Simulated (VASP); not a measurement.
# NaH (Fm-3m) in VASP: a series of runs

The runs below take NaH through single point, with PBE, r2SCAN.

All numbers are computed with VASP 6.6.1; they aren't measurements. Logs are shortened: lines on timing, memory, paths and dates and some standing lists are left out, and cuts for length are marked.

### 1 The cell of the first run

The structure is cubic, space group Fm-3m (No. 225). The conventional cell has a = 4.795 Å, b = 4.795 Å, c = 4.795 Å, α = 90.00°, β = 90.00°, γ = 90.00°. Na (site symmetry m-3m) has 6 H at 2.40 Å within 3.2 Å. Within 3.2 Å of H (site symmetry m-3m) lie 6 Na at 2.40 Å.

### 2 Single point, PBE

INCAR

```
SYSTEM = NaH
ALGO     = Normal         ! electronic algorithm
EDIFF    = 1E-6           ! SCF threshold, eV
ENCUT    = 520            ! plane-wave cutoff, eV
GGA      = PE             ! functional
ISIF     = 2              ! what is computed and relaxed
ISMEAR   = 0              ! smearing method
LASPH    = .TRUE.         ! aspherical terms in the spheres
LCHARG   = .FALSE.        ! write CHGCAR
LREAL    = .FALSE.        ! projectors in reciprocal space
LWAVE    = .FALSE.        ! write WAVECAR
NBANDS   = 11             ! bands
NELM     = 100            ! most SCF steps
PREC     = Accurate       ! precision mode
SIGMA    = 0.01           ! smearing width, eV
```

KPOINTS

```
k-points
0
G
  8 8 8
  0 0 0
```

POSCAR

```
NaH
1.0
    0.0000000000      2.3975116371      2.3975116371
    2.3975116371      0.0000000000      2.3975116371
    2.3975116371      2.3975116371      0.0000000000
Na H
1 1
Direct
    0.0000000000      0.0000000000      0.0000000000
    0.5000000000      0.5000000000      0.5000000000
```

Potentials or basis: VASP PAW PBE potentials, release 64 (Na_pv, H).

Run with:

```bash
$ cat potpaw_PBE.64/Na_pv/POTCAR potpaw_PBE.64/H/POTCAR > POTCAR
$ mpirun -np 1 vasp_std > vasp.out
```

OUTCAR:

```text
SYSTEM = NaH
   EDIFF = 1E-6
   ENCUT = 520
   GGA = PE
   ISIF = 2
   ISMEAR = 0
   LASPH = .TRUE.
   LREAL = .FALSE.
   NELM = 100
   PREC = Accurate

 ion  position               nearest neighbor table
   1  0.000  0.000  0.000-
   2  0.500  0.500  0.500-

  LATTYP: Found a face centered cubic cell.
 ALAT       =     4.7950232742

  Lattice vectors:

 A1 = (   0.0000000000,   2.3975116371,   2.3975116371)
 A2 = (   2.3975116371,   0.0000000000,   2.3975116371)
 A3 = (   2.3975116371,   2.3975116371,   0.0000000000)

Analysis of symmetry for initial positions (statically):
=====================================================================
 Subroutine PRICEL returns:
 Original cell was already a primitive cell.

 Routine SETGRP: Setting up the symmetry group for a
 face centered cubic supercell.

 Subroutine GETGRP returns: Found 48 space group operations
 (whereof 48 operations were pure point group operations)
 out of a pool of 48 trial point group operations.

The static configuration has the point symmetry O_h .

Analysis of symmetry for dynamics (positions and initial velocities):
=====================================================================
 Subroutine PRICEL returns:
 Original cell was already a primitive cell.

 Routine SETGRP: Setting up the symmetry group for a
 face centered cubic supercell.

 Subroutine GETGRP returns: Found 48 space group operations
 (whereof 48 operations were pure point group operations)
 out of a pool of 48 trial point group operations.

The dynamic configuration has the point symmetry O_h .

 Subroutine INISYM returns: Found 48 space group operations
 (whereof 48 operations are pure point group operations),
 and found     1 'primitive' translations

----------------------------------------------------------------------------------------

                                     Primitive cell

  volume of cell :      27.5621

  direct lattice vectors                    reciprocal lattice vectors
     0.000000000  2.397511637  2.397511637    -0.208549561  0.208549561  0.208549561
     2.397511637  0.000000000  2.397511637     0.208549561 -0.208549561  0.208549561
     2.397511637  2.397511637  0.000000000     0.208549561  0.208549561 -0.208549561

  length of vectors
     3.390593473  3.390593473  3.390593473     0.361218436  0.361218436  0.361218436

  position of ions in fractional coordinates (direct lattice)
     0.000000000  0.000000000  0.000000000
     0.500000000  0.500000000  0.500000000

  ion indices of the primitive-cell ions
   primitive index   ion index
                 1           1
                 2           2

----------------------------------------------------------------------------------------

 KPOINTS: k-points

Automatic generation of k-mesh.
 Grid dimensions read from file:
 generate k-points for:    8    8    8

 Generating k-lattice:

  Cartesian coordinates                     Fractional coordinates (reciprocal lattice)
    -0.026068695  0.026068695  0.026068695     0.125000000  0.000000000  0.000000000
     0.026068695 -0.026068695  0.026068695     0.000000000  0.125000000  0.000000000
     0.026068695  0.026068695 -0.026068695     0.000000000  0.000000000  0.125000000

  Length of vectors
     0.045152304  0.045152304  0.045152304

  Shift w.r.t. Gamma in fractional coordinates (k-lattice)
     0.000000000  0.000000000  0.000000000

 Subroutine IBZKPT returns following result:
 ===========================================

 Found     29 irreducible k-points:

 Following reciprocal coordinates:
            Coordinates               Weight
  0.000000  0.000000  0.000000      1.000000
  0.125000  0.000000  0.000000      8.000000
  0.250000  0.000000  0.000000      8.000000
  0.375000  0.000000  0.000000      8.000000
  0.500000  0.000000  0.000000      4.000000
  0.125000  0.125000  0.000000      6.000000
[... 16 lines left out ...]
  0.500000  0.250000  0.125000     48.000000
 -0.375000  0.250000  0.125000     24.000000
 [... further k-points ...]
   k-points           NKPTS =     29   k-points in BZ     NKDIM =     29   number of bands    NBANDS=     11
   number of dos      NEDOS =    301   number of ions     NIONS =      2
   total plane-waves  NPLWV =  21952
   dimension x,y,z NGX =    28 NGY =   28 NGZ =   28
   dimension x,y,z NGXF=    56 NGYF=   56 NGZF=   56
   ions per type =               1   1
   NGX,Y,Z   is equivalent  to a cutoff of  13.73, 13.73, 13.73 a.u.
   NGXF,Y,Z  is equivalent  to a cutoff of  27.46, 27.46, 27.46 a.u.
 SYSTEM =  NaH
   PREC   = accura    normal or accurate (medium, high low for compatibility)
   ISTART =      0    job   : 0-new  1-cont  2-samecut
   ICHARG =      2    charge: 1-file 2-atom 10-const
   ISPIN  =      1    spin polarized calculation?
   LNONCOLLINEAR =      F non collinear calculations
   LSORBIT =      F    spin-orbit coupling
   LASPH  =      T    aspherical Exc in radial PAW
   ENCUT  =  520.0 eV  38.22 Ry    6.18 a.u.   6.30  6.30  6.30*2*pi/ulx,y,z
   NELM   =    100;   NELMIN=  2; NELMDL= -5     # of ELM steps
   EDIFF  = 0.1E-05   stopping-criterion for ELM
   LREAL  =      F    real-space projection
[... 7 lines left out ...]
   TEBEG  =    0.0;   TEEND  =   0.0 temperature during run
   PSTRESS=    0.0 pullay stress
   NELECT =       8.0000    total number of electrons
   NUPDOWN=      -1.0000    fix difference up-down
   EMIN   =  10.00;   EMAX   =-10.00  energy-range for DOS
   EFERMI =   0.00;   METHOD = LEGACY
   ISMEAR =     0;   SIGMA  =   0.01  broadening in eV -4-tet -1-fermi 0-gaus
   EFERMI_NEDOS =   21; number of points for ismear=-14 and -15
   IALGO  =     38    algorithm
   IMIX   =      4    mixing-type and parameters
     AMIX     =   0.40;   BMIX     =  1.00
     AMIX_MAG =   1.60;   BMIX_MAG =  1.00
  volume/ion in A,a.u.               =      13.78        93.00
  Fermi-wavevector in a.u.,A,eV,Ry     =   1.083929  2.048328 15.985508  1.174902
  Thomas-Fermi vector in A             =   2.220007
   LORBIT       =      0    0 simple, 1 ext, 2 COOP (PROOUT), +10 PAW based schemes
   GGA     = PE    functional components
   LHFCALC =     F    Hartree Fock is set to
   AEXX    =    0.0000 exact exchange contribution
   IVDW    =     0    specifies the selected vdW correction
   LEPSILON=     F    determine dielectric tensor
   LRPA    =     F    only Hartree local field effects (RPA)
 non-spin polarized calculation
 Gauss-broadening in eV      SIGMA  =   0.01
  energy-cutoff  :      520.00
  volume of cell :       27.56
 maximum number of plane-waves:       754
 NGX is ok and might be reduce to    28
   NGX = 13   NGY = 13   NGZ = 13

 number of electron       7.9999992 magnetization

 Free energy of the ion-electron system (eV)
  ---------------------------------------------------
  ext. energy  EPLUGINS =         0.00000000
  ---------------------------------------------------
  free energy    TOTEN  =        -5.08635736 eV

  energy without entropy =       -5.08635736  energy(sigma->0) =       -5.08635736

 E-fermi :  -0.8893     XC(G=0):  -7.8486

 val. band max:       -1.0386069138   @ k =  -0.2500   0.5000   0.2500
 cond. band min:       2.7609678378   @ k =   0.5000   0.0000   0.0000
 fundamental gap:      3.7995747515
 Fermi energy:        -0.8893491032

 k-point     1 :       0.0000    0.0000    0.0000
  band No.  band energies     occupation
      1     -23.1001      2.00000
      2     -23.1001      2.00000
      3     -23.1001      2.00000
      4      -4.7222      2.00000
      5       9.5871      0.00000
      6      14.7385      0.00000
      7      14.7385      0.00000
      8      14.7385      0.00000
      9      15.6542      0.00000
     10      15.6542      0.00000
     11      15.6542      0.00000

 k-point     2 :       0.1250    0.0000    0.0000
  band No.  band energies     occupation
      1     -23.1152      2.00000
      2     -23.1019      2.00000
      3     -23.1019      2.00000
      4      -4.4487      2.00000
      5       8.6752      0.00000
      6      12.1112      0.00000
      7      13.9312      0.00000
      8      13.9312      0.00000
      9      16.6287      0.00000
     10      16.6287      0.00000
     11      16.7928      0.00000

 k-point     3 :       0.2500    0.0000    0.0000
  band No.  band energies     occupation
      1     -23.1512      2.00000
      2     -23.1062      2.00000
      3     -23.1062      2.00000
      4      -3.6717      2.00000
      5       6.2955      0.00000
      6      10.6480      0.00000
      7      13.1304      0.00000
      8      13.1304      0.00000
      9      16.6243      0.00000
     10      16.6243      0.00000
     11      18.0312      0.00000

 k-point     4 :       0.3750    0.0000    0.0000
  band No.  band energies     occupation
      1     -23.1868      2.00000
      2     -23.1105      2.00000
      3     -23.1105      2.00000
      4      -2.5831      2.00000
      5       3.8994      0.00000
      6      10.0681      0.00000
      7      12.6498      0.00000
      8      12.6498      0.00000
      9      15.8758      0.00000
     10      15.8758      0.00000
     11      18.3085      0.00000

 k-point     5 :       0.5000    0.0000    0.0000
  band No.  band energies     occupation
      1     -23.2014      2.00000
      2     -23.1122      2.00000
      3     -23.1122      2.00000
      4      -1.9061      2.00000
      5       2.7610      0.00000
      6       9.9047      0.00000
      7      12.4907      0.00000
      8      12.4907      0.00000
      9      15.5867      0.00000
     10      15.5867      0.00000
     11      18.1631      0.00000
[... 211 lines left out ...]
 k-point    21 :       0.5000    0.5000    0.0000
  band No.  band energies     occupation
      1     -23.1903      2.00000
      2     -23.1344      2.00000
      3     -23.1344      2.00000
      4      -1.2206      2.00000
      5       3.6454      0.00000
      6       9.0817      0.00000
      7       9.7800      0.00000
      8       9.7800      0.00000
      9      10.9713      0.00000
     10      23.0720      0.00000
     11      24.8590      0.00000

 k-point    22 :       0.3750    0.2500    0.1250
  band No.  band energies     occupation
      1     -23.1594      2.00000
      2     -23.1238      2.00000
      3     -23.1119      2.00000
      4      -3.0463      2.00000
      5       5.9308      0.00000
      6       8.2961      0.00000
      7      11.3740      0.00000
      8      14.2505      0.00000
      9      14.6233      0.00000
     10      17.2305      0.00000
     11      19.8907      0.00000

 k-point    23 :       0.5000    0.2500    0.1250
  band No.  band energies     occupation
      1     -23.1780      2.00000
      2     -23.1341      2.00000
      3     -23.1173      2.00000
      4      -2.0861      2.00000
      5       4.4208      0.00000
      6       7.1320      0.00000
      7      10.4932      0.00000
      8      14.1712      0.00000
      9      15.4660      0.00000
     10      17.5071      0.00000
     11      19.6849      0.00000

 k-point    24 :      -0.3750    0.2500    0.1250
  band No.  band energies     occupation
      1     -23.1859      2.00000
      2     -23.1373      2.00000
      3     -23.1204      2.00000
      4      -1.5281      2.00000
      5       3.5562      0.00000
      6       6.8720      0.00000
      7      10.1331      0.00000
      8      14.1099      0.00000
      9      15.3286      0.00000
     10      18.5983      0.00000
     11      20.7303      0.00000

 [... further k-points ...]

------------------------ aborting loop because EDIFF is reached ----------------------------------------

  FORCE on cell =-STRESS in cart. coord.  units (eV):
  Direction    XX          YY          ZZ          XY          YZ          ZX
  --------------------------------------------------------------------------------------
  -------------------------------------------------------------------------------------
  Total        0.0913782      0.0913782      0.0913782     -0.0000000     -0.0000000      0.0000000
  in kB        5.3117909      5.3117909      5.3117909     -0.0000000     -0.0000000      0.0000000
  external PRESSURE =       5.3117909 kB  Pullay stress =       0.0000000 kB

 VOLUME and BASIS-vectors are now :
 -----------------------------------------------------------------------------
  energy-cutoff  :      520.00
  volume of cell :       27.56
      direct lattice vectors                 reciprocal lattice vectors
     0.000000000  2.397511637  2.397511637    -0.208549561  0.208549561  0.208549561
     2.397511637  0.000000000  2.397511637     0.208549561 -0.208549561  0.208549561
     2.397511637  2.397511637  0.000000000     0.208549561  0.208549561 -0.208549561

 POSITION                                       TOTAL-FORCE (eV/Angst)
 -----------------------------------------------------------------------------------
      0.00000      0.00000      0.00000         0.000000     -0.000000      0.000000
      2.39751      2.39751      2.39751         0.000000      0.000000     -0.000000
 -----------------------------------------------------------------------------------
    total drift:                               -0.000000     -0.000000     -0.000000

  FREE ENERGIE OF THE ION-ELECTRON SYSTEM (eV)
  ---------------------------------------------------
  free  energy   TOTEN  =        -5.0863573640 eV

  energy  without entropy=       -5.0863573640  energy(sigma->0) =       -5.08635736
```

It took 5.5 s on 1 thread of Intel Xeon 6975P-C (Granite Rapids), shared host; peak memory 0.15 GiB.

Results:

```yaml
Free_energy: -5.0864 eV
Pressure: 0.5 GPa
Band_gap_on_the_k_mesh: 3.80 eV, indirect (least direct gap 4.67 eV)
```

Levels at points of the mesh, in eV from the valence-band top:
| k point | band 1 | band 2 | band 3 | band 4 | band 5 | band 6 | band 7 | band 8 | band 9 |
| --- | --- | --- | --- | --- | --- | --- | --- | --- | --- |
| (0.00, 0.00, 0.00) | -22.06 | -22.06 | -22.06 | -3.68 | 10.63 | 15.78 | 15.78 | 15.78 | 16.69 |
| (0.50, 0.00, 0.00) | -22.16 | -22.07 | -22.07 | -0.87 | 3.80 | 10.94 | 13.53 | 13.53 | 16.63 |
| (0.50, 0.50, 0.00) | -22.15 | -22.10 | -22.10 | -0.18 | 4.68 | 10.12 | 10.82 | 10.82 | 12.01 |

A k mesh can miss the band edges. As with any semilocal functional, this PBE gap is likely too small.

### 3 Single point, r2SCAN

POSCAR is that of step 2.

INCAR.step1

```
SYSTEM = NaH
  PREC = Accurate
  ENCUT = 520
  ISMEAR = 0
  SIGMA = 0.01
  LREAL = .FALSE.
  LASPH = .TRUE.
  NELM = 60
  NBANDS = 11
  GGA = PE
  ALGO = Normal
  EDIFF = 1E-4
  LWAVE = .TRUE.
  LCHARG = .FALSE.
```

INCAR.step2

```
SYSTEM = NaH
  PREC = Accurate
  ENCUT = 520
  EDIFF = 1E-6
  ISMEAR = 0
  SIGMA = 0.01
  LREAL = .FALSE.
  LASPH = .TRUE.
  NELM = 60
  ALGO = Normal
  ISIF = 2
  LWAVE = .FALSE.
  LCHARG = .FALSE.
  METAGGA = R2SCAN
  LMIXTAU = .TRUE.
  NBANDS = 11
  ISTART = 1
```

KPOINTS

```
regular mesh
0
G
  6 6 6
  0 0 0
```

Potentials or basis: VASP PAW PBE potentials, release 64 (Na_pv, H).

Run with:

```bash
$ cat potpaw_PBE.64/Na_pv/POTCAR potpaw_PBE.64/H/POTCAR > POTCAR
$ cp INCAR.step1 INCAR
$ mpirun -np 1 vasp_std > vasp.out
$ cp INCAR.step2 INCAR
$ mpirun -np 1 vasp_std > vasp.out
```

It took 15 s on 1 thread of Intel Xeon 6975P-C (Granite Rapids), shared host; peak memory 0.15 GiB.

It converged, with:

```yaml
Free_energy: -7.6025 eV
Pressure: -0.3 GPa
Band_gap_on_the_k_mesh: 4.46 eV, indirect (least direct gap 5.26 eV)
```

Levels at points of the mesh, in eV from the valence-band top:
```
           k point  band 1  band 2  band 3  band 4  band 5  band 6  band 7  band 8
(0.00, 0.00, 0.00)  -22.81  -22.81  -22.81   -3.57   11.70   16.57   16.57   16.57
(0.50, 0.00, 0.00)  -22.91  -22.82  -22.82   -0.80    4.46   11.90   14.10   14.10
(0.50, 0.50, 0.00)  -22.90  -22.84  -22.84   -0.13    5.29   10.84   11.58   11.58
```

Caveat: the PAW data sets were made with another functional, which shifts forces and pressure a little.
